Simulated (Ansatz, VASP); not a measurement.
## One calculation of NaH, two programs

```
CELL_PARAMETERS angstrom
0.00000 2.44811 2.44811
2.44811 0.00000 2.44811
2.44811 2.44811 0.00000
ATOMIC_POSITIONS crystal
Na 0.00000 0.00000 0.00000
H 0.50000 0.50000 0.50000
```

Change from the starting cell: volume scaled by 1.01, crystal datasets.

Alike in both runs: task electric field gradients; functional PBEsol; k mesh 9 × 9 × 9; occupations fermi-dirac, width 0.03 eV; no spin polarisation.

|  | VASP | Ansatz |
| --- | --- | --- |
| version | VASP 6.6.1 | Ansatz 0.2.0 |
| potentials or method | VASP PAW PBE potentials, release 64 (Na_pv, H), cutoff 520 eV | all-electron PAW with datasets made for the crystal, scalar-relativistic |

Ansatz gave:

```
gap on the k mesh at the Fermi level (eV) : 3.81
pressure (GPa)                            : -1.4
```

**Question.** What did VASP give for the same quantities?

**Answer.** gap on the k mesh at the Fermi level (eV): 3.80; pressure (GPa): -1.4.

VASP's potentials were made for PBE, not for PBEsol. Ansatz ran all-electron here, and VASP with PAW potentials.
